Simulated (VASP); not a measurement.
# Ni (P6_3/mmc) in VASP: notebook

The runs below take Ni through single point, with revPBE.

Everything below comes from runs of VASP 6.6.1. Logs are shortened: lines on timing, memory, paths and dates and some standing lists are left out, and cuts for length are marked.

### 1 The cell of the first run

It takes space group P6_3/mmc (No. 194, hexagonal). Conventional cell: a = 2.501 Å, b = 2.501 Å, c = 8.195 Å, α = 90.00°, β = 90.00°, γ = 120.00°. Within 3.3 Å of Ni (site symmetry -3m) lie 12 Ni at 2.50 to 2.51 Å. Within 3.3 Å of Ni (site symmetry -6m2) lie 12 Ni at 2.50 to 2.51 Å.

This isn't the form of Ni at room conditions, which is fcc.

### 2 Single point, revPBE

The input, INCAR:

```
ALGO     = Normal         # electronic algorithm
EDIFF    = 1E-6           # SCF threshold, eV
ENCUT    = 520            # plane-wave cutoff, eV
GGA      = RE             # functional
ISIF     = 2              # what is computed and relaxed
ISMEAR   = -1             # smearing method
LASPH    = T              # aspherical terms in the spheres
LCHARG   = F              # write CHGCAR
LREAL    = F              # projectors in reciprocal space
LWAVE    = F              # write WAVECAR
NBANDS   = 28             # bands
NELM     = 100            # most SCF steps
PREC     = Accurate       # precision mode
SIGMA    = 0.1            # smearing width, eV
```

The input, KPOINTS:

```
k-points
0
Gamma
  14 14 4
```

The input, POSCAR:

```
Ni
1.0
    2.5010789722      0.0000000000      0.0000000000
   -1.2505394861      2.1659979268      0.0000000000
    0.0000000000      0.0000000000      8.1945720621
Ni
4
Direct
    0.0000000000      0.0000000000      0.0000000000
    0.0000000000      0.0000000000      0.5000000000
    0.3333333333      0.6666666667      0.2500000000
    0.6666666667      0.3333333333      0.7500000000
```

Potentials or basis: VASP PAW PBE potentials, release 64 (Ni).

Started as:

```sh
cat potpaw_PBE.64/Ni/POTCAR > POTCAR
mpirun -np 1 vasp_std > vasp.out
```

OUTCAR:

```text
EDIFF = 1E-6
   ENCUT = 520
   GGA = RE
   ISIF = 2
   ISMEAR = -1
   LASPH = T
   LREAL = F
   NELM = 100
   PREC = Accurate

 ion  position               nearest neighbor table
   1  0.000  0.000  0.000-   3 2.51   4 2.51   4 2.51   3 2.51   4 2.51   3 2.51
   2  0.000  0.000  0.500-   3 2.51   4 2.51   4 2.51   3 2.51   4 2.51   3 2.51
   3  0.333  0.667  0.250-   1 2.51   2 2.51   1 2.51   2 2.51   1 2.51   2 2.51
   4  0.667  0.333  0.750-   1 2.51   2 2.51   1 2.51   2 2.51   1 2.51   2 2.51

  LATTYP: Found a hexagonal cell.
 ALAT       =     2.5010789722
 C/A-ratio  =     3.2764147607

  Lattice vectors:

 A1 = (   2.5010789722,   0.0000000000,   0.0000000000)
 A2 = (  -1.2505394861,   2.1659979268,   0.0000000000)
 A3 = (   0.0000000000,   0.0000000000,   8.1945720621)

Analysis of symmetry for initial positions (statically):
=====================================================================
 Subroutine PRICEL returns:
 Original cell was already a primitive cell.

 Routine SETGRP: Setting up the symmetry group for a
 hexagonal supercell.

 Subroutine GETGRP returns: Found 24 space group operations
 (whereof 12 operations were pure point group operations)
 out of a pool of 24 trial point group operations.

The static configuration has the point symmetry D_3d.
 The point group associated with its full space group is D_6h.

Analysis of symmetry for dynamics (positions and initial velocities):
=====================================================================
 Subroutine PRICEL returns:
 Original cell was already a primitive cell.

 Routine SETGRP: Setting up the symmetry group for a
 hexagonal supercell.

 Subroutine GETGRP returns: Found 24 space group operations
 (whereof 12 operations were pure point group operations)
 out of a pool of 24 trial point group operations.

The dynamic configuration has the point symmetry D_3d.
 The point group associated with its full space group is D_6h.

 Subroutine INISYM returns: Found 24 space group operations
 (whereof 12 operations are pure point group operations),
 and found     1 'primitive' translations

----------------------------------------------------------------------------------------

                                     Primitive cell

  volume of cell :      44.3927

  direct lattice vectors                    reciprocal lattice vectors
     2.501078972  0.000000000  0.000000000     0.399827439  0.230840479  0.000000000
    -1.250539486  2.165997927  0.000000000     0.000000000  0.461680959  0.000000000
     0.000000000  0.000000000  8.194572062     0.000000000  0.000000000  0.122031998

  length of vectors
     2.501078972  2.501078972  8.194572062     0.461680959  0.461680959  0.122031998

  position of ions in fractional coordinates (direct lattice)
     0.000000000  0.000000000  0.000000000
     0.000000000  0.000000000  0.500000000
     0.333333333  0.666666667  0.250000000
     0.666666667  0.333333333  0.750000000

  ion indices of the primitive-cell ions
   primitive index   ion index
                 1           1
                 2           2
                 3           3
                 4           4

----------------------------------------------------------------------------------------

 KPOINTS: k-points

Automatic generation of k-mesh.
 Grid dimensions read from file:
 generate k-points for:   14   14    4

 Generating k-lattice:

  Cartesian coordinates                     Fractional coordinates (reciprocal lattice)
     0.028559103  0.016488606  0.000000000     0.071428571 -0.000000000  0.000000000
     0.000000000  0.032977211  0.000000000     0.000000000  0.071428571  0.000000000
     0.000000000  0.000000000  0.030507999     0.000000000  0.000000000  0.250000000

  Length of vectors
     0.032977211  0.032977211  0.030507999

  Shift w.r.t. Gamma in fractional coordinates (k-lattice)
     0.000000000  0.000000000  0.000000000

 Subroutine IBZKPT returns following result:
 ===========================================

 Found     72 irreducible k-points:

 Following reciprocal coordinates:
            Coordinates               Weight
  0.000000  0.000000  0.000000      1.000000
  0.071429 -0.000000  0.000000      6.000000
  0.142857  0.000000  0.000000      6.000000
  0.214286 -0.000000  0.000000      6.000000
  0.285714  0.000000  0.000000      6.000000
  0.357143  0.000000  0.000000      6.000000
[... 16 lines left out ...]
  0.285714  0.285714  0.000000      6.000000
  0.357143  0.285714  0.000000      6.000000
 [... further k-points ...]
   k-points           NKPTS =     72   k-points in BZ     NKDIM =     72   number of bands    NBANDS=     28
   number of dos      NEDOS =    301   number of ions     NIONS =      4
   total plane-waves  NPLWV =  25600
   dimension x,y,z NGX =    20 NGY =   20 NGZ =   64
   dimension x,y,z NGXF=    40 NGYF=   40 NGZF=  128
   ions per type =               4
   NGX,Y,Z   is equivalent  to a cutoff of  13.29, 13.29, 12.98 a.u.
   NGXF,Y,Z  is equivalent  to a cutoff of  26.59, 26.59, 25.97 a.u.
 SYSTEM =  unknown system
   PREC   = accura    normal or accurate (medium, high low for compatibility)
   ISTART =      0    job   : 0-new  1-cont  2-samecut
   ICHARG =      2    charge: 1-file 2-atom 10-const
   ISPIN  =      1    spin polarized calculation?
   LNONCOLLINEAR =      F non collinear calculations
   LSORBIT =      F    spin-orbit coupling
   LASPH  =      T    aspherical Exc in radial PAW
   ENCUT  =  520.0 eV  38.22 Ry    6.18 a.u.   4.65  4.65 15.24*2*pi/ulx,y,z
   NELM   =    100;   NELMIN=  2; NELMDL= -5     # of ELM steps
   EDIFF  = 0.1E-05   stopping-criterion for ELM
   LREAL  =      F    real-space projection
   EDIFFG = 0.1E-04   stopping-criterion for IOM
   NSW    =      0    number of steps for IOM
   IBRION =     -1    ionic relax: 0-MD 1-quasi-New 2-CG
   NFREE  =      0    steps in history (QN), initial steepest desc. (CG)
   ISIF   =      2    stress and relaxation
   ISYM   =      2    0-nonsym 1-usesym 2-fastsym
   POTIM  = 0.5000    time-step for ionic-motion
   TEBEG  =    0.0;   TEEND  =   0.0 temperature during run
   PSTRESS=    0.0 pullay stress
   NELECT =      40.0000    total number of electrons
   NUPDOWN=      -1.0000    fix difference up-down
   EMIN   =  10.00;   EMAX   =-10.00  energy-range for DOS
   EFERMI =   0.00;   METHOD = LEGACY
   ISMEAR =    -1;   SIGMA  =   0.10  broadening in eV -4-tet -1-fermi 0-gaus
   EFERMI_NEDOS =   21; number of points for ismear=-14 and -15
   IALGO  =     38    algorithm
   IMIX   =      4    mixing-type and parameters
     AMIX     =   0.40;   BMIX     =  1.00
     AMIX_MAG =   1.60;   BMIX_MAG =  1.00
  volume/ion in A,a.u.               =      11.10        74.89
  Fermi-wavevector in a.u.,A,eV,Ry     =   1.581215  2.988063 34.017842  2.500241
  Thomas-Fermi vector in A             =   2.681324
   LORBIT       =      0    0 simple, 1 ext, 2 COOP (PROOUT), +10 PAW based schemes
   GGA     = RE    functional components
   LHFCALC =     F    Hartree Fock is set to
   AEXX    =    0.0000 exact exchange contribution
   IVDW    =     0    specifies the selected vdW correction
   LEPSILON=     F    determine dielectric tensor
   LRPA    =     F    only Hartree local field effects (RPA)
 non-spin polarized calculation
  energy-cutoff  :      520.00
  volume of cell :       44.39
 maximum number of plane-waves:      1218
 NGX is ok and might be reduce to    20
   NGX =  9   NGY =  9   NGZ = 31

 number of electron      40.0000023 magnetization

 Free energy of the ion-electron system (eV)
  ---------------------------------------------------
  ext. energy  EPLUGINS =         0.00000000
  ---------------------------------------------------
  free energy    TOTEN  =       -20.17720620 eV

  energy without entropy =      -19.81045439  energy(sigma->0) =      -19.99383029

 E-fermi :   9.0468     XC(G=0): -13.0458

 val. band max:        9.0431032565   @ k =   0.2857   0.0000   0.0000
 cond. band min:       9.0477811576   @ k =   0.3571   0.2143   0.5000
 fundamental gap:      0.0046779012
 Fermi energy:         9.0467993211

 k-point     1 :       0.0000    0.0000    0.0000
  band No.  band energies     occupation
      1       0.3195      2.00000
      2       2.5291      2.00000
      3       2.5295      2.00000
      4       4.7158      2.00000
      5       6.8563      2.00000
      6       6.8833      2.00000
[... 20 lines left out ...]
     27      23.4252      0.00000
     28      31.3255      0.00000

 k-point     2 :       0.0714   -0.0000    0.0000
  band No.  band energies     occupation
      1       0.4947      2.00000
      2       2.6836      2.00000
      3       2.6840      2.00000
      4       4.8282      2.00000
      5       6.7672      2.00000
      6       6.8377      2.00000
[... 20 lines left out ...]
     27      23.5545      0.00000
     28      29.7541      0.00000

 k-point     3 :       0.1429    0.0000    0.0000
  band No.  band energies     occupation
      1       1.0102      2.00000
      2       3.1245      2.00000
      3       3.1251      2.00000
      4       5.1318      2.00000
      5       6.5819      2.00000
      6       6.7232      2.00000
[... 20 lines left out ...]
     27      23.9288      0.00000
     28      26.3809      0.00000

 k-point     4 :       0.2143   -0.0000    0.0000
  band No.  band energies     occupation
      1       1.8302      2.00000
      2       3.7654      2.00000
      3       3.7666      2.00000
      4       5.4999      2.00000
      5       6.4094      2.00000
      6       6.4676      2.00000
[... 20 lines left out ...]
     27      24.2969      0.00000
     28      24.6295      0.00000

 k-point     5 :       0.2857    0.0000    0.0000
  band No.  band energies     occupation
      1       2.8725      2.00000
      2       4.4017      2.00000
      3       4.4064      2.00000
      4       5.6717      2.00000
      5       6.1369      2.00000
      6       6.3144      2.00000
[... 20 lines left out ...]
     27      21.9913      0.00000
     28      22.1237      0.00000

 k-point     6 :       0.3571    0.0000    0.0000
  band No.  band energies     occupation
      1       3.9475      2.00000
      2       4.7606      2.00000
      3       4.8020      2.00000
      4       5.5878      2.00000
      5       5.9581      2.00000
      6       6.1413      2.00000
[... 463 lines left out ...]
      5       5.8848      2.00000
      6       6.1190      2.00000
[... 20 lines left out ...]
     27      18.3601      0.00000
     28      19.1757      0.00000

 k-point    22 :       0.3571    0.2143    0.0000
  band No.  band energies     occupation
      1       5.3926      2.00000
      2       5.4173      2.00000
      3       5.7507      2.00000
      4       5.8998      2.00000
      5       6.0416      2.00000
      6       6.0734      2.00000
[... 20 lines left out ...]
     27      17.7793      0.00000
     28      19.7053      0.00000

 k-point    23 :       0.2857    0.2857    0.0000
  band No.  band energies     occupation
      1       5.7087      2.00000
      2       5.7136      2.00000
      3       5.7185      2.00000
      4       5.8094      2.00000
      5       6.0010      2.00000
      6       6.0390      2.00000
[... 20 lines left out ...]
     27      17.9580      0.00000
     28      18.0622      0.00000

 k-point    24 :       0.3571    0.2857    0.0000
  band No.  band energies     occupation
      1       5.7498      2.00000
      2       5.7776      2.00000
      3       5.9482      2.00000
      4       6.0111      2.00000
      5       6.0613      2.00000
      6       6.0731      2.00000
[... 20 lines left out ...]
     27      16.7100      0.00000
     28      17.9741      0.00000

 [... further k-points ...]

------------------------ aborting loop because EDIFF is reached ----------------------------------------

  FORCE on cell =-STRESS in cart. coord.  units (eV):
  Direction    XX          YY          ZZ          XY          YZ          ZX
  --------------------------------------------------------------------------------------
  -------------------------------------------------------------------------------------
  Total        0.0620823      0.0620823      0.0528649      0.0000000      0.0000000      0.0000000
  in kB        2.2406127      2.2406127      1.9079469      0.0000000      0.0000000      0.0000000
  external PRESSURE =       2.1297241 kB  Pullay stress =       0.0000000 kB

 VOLUME and BASIS-vectors are now :
 -----------------------------------------------------------------------------
  energy-cutoff  :      520.00
  volume of cell :       44.39
      direct lattice vectors                 reciprocal lattice vectors
     2.501078972  0.000000000  0.000000000     0.399827439  0.230840479  0.000000000
    -1.250539486  2.165997927  0.000000000     0.000000000  0.461680959  0.000000000
     0.000000000  0.000000000  8.194572062     0.000000000  0.000000000  0.122031998

 POSITION                                       TOTAL-FORCE (eV/Angst)
 -----------------------------------------------------------------------------------
      0.00000      0.00000      0.00000        -0.000000      0.000000      0.000000
      0.00000      0.00000      4.09729        -0.000000      0.000000      0.000000
     -0.00000      1.44400      2.04864        -0.000000     -0.000000     -0.000000
      1.25054      0.72200      6.14593         0.000000     -0.000000      0.000000
 -----------------------------------------------------------------------------------
    total drift:                                0.000000     -0.000000      0.000000

  FREE ENERGIE OF THE ION-ELECTRON SYSTEM (eV)
  ---------------------------------------------------
  free  energy   TOTEN  =       -20.1772061952 eV

  energy  without entropy=      -19.8104543873  energy(sigma->0) =      -19.99383029
```

Wall time 3 min (1 thread of AMD EPYC 7R13, shared host); peak memory 0.17 GiB.

Results:

- Free energy: -20.1772 eV
- Pressure: 0.2 GPa
- Band gap on the k mesh: zero (bands 20 and 21 overlap by 0.54 eV)

Caveat: the PAW data sets were made with another functional, which shifts forces and pressure a little; the run has no spin polarisation, though such a crystal can be magnetic. Spin polarisation is off, so any magnetic state and its effect on volume and gap are missing.

### 3 Single point, revPBE (9.77 Å³/atom)

This run uses another cell than the first one, of 9.77 Å³/atom.

The input, INCAR:

```
SYSTEM = Ni
PREC = Accurate ; ENCUT = 520
EDIFF = 1E-6 ; ISMEAR = -1
SIGMA = 0.1 ; LREAL = .False.
LASPH = .True. ; NELM = 60
ALGO = Normal ; ISIF = 2
LWAVE = .False. ; LCHARG = .True.
GGA = RE ; LELF = .True.
LVHAR = .True. ; NBANDS = 28
```

The input, KPOINTS:

```
Automatic mesh
0
Gamma
  16 16 5
  0 0 0
```

The input, POSCAR:

```
Ni
1.0
    2.3967438903      0.0000000000      0.0000000000
   -1.1983719452      2.0756410954      0.0000000000
    0.0000000000      0.0000000000      7.8527270597
Ni
4
Direct
    0.0000000000      0.0000000000      0.0000000000
    0.0000000000      0.0000000000      0.5000000000
    0.3333333333      0.6666666667      0.2500000000
    0.6666666667      0.3333333333      0.7500000000
```

Potentials or basis: VASP PAW PBE potentials, release 64 (Ni).

Started as:

```sh
cat potpaw_PBE.64/Ni/POTCAR > POTCAR
mpirun -np 1 vasp_std > vasp.out
```

Run time: 3.5 min. Hardware: 1 thread of AMD EPYC 7R13, shared host; peak memory 0.17 GiB.

It converged, with:

```yaml
Free_energy: -19.6993 eV
Pressure: 32.3 GPa
Band_gap_on_the_k_mesh: zero (bands 20 and 21 overlap by 0.67 eV)
```

Stress tensor (GPa, compression positive):
```
32.32  0.00  0.00
 0.00 32.32  0.00
 0.00  0.00 32.21
```

Levels at points of the mesh, in eV from the Fermi level:
| k point | band 18 | band 19 | band 20 | band 21 | band 22 | band 23 |
| --- | --- | --- | --- | --- | --- | --- |
| (0.00, 0.00, 0.00) | -0.79 | -0.79 | -0.52 | -0.52 | -0.42 | -0.10 |
| (0.50, 0.00, 0.00) | 0.11 | 0.11 | 0.13 | 0.29 | 1.45 | 2.89 |

Caveat: the cell stands under pressure; the PAW data sets were made with another functional, which shifts forces and pressure a little; the run has no spin polarisation, though such a crystal can be magnetic. Spin polarisation is off, so any magnetic state and its effect on volume and gap are missing.

(Part 1 of 2 ends here.)
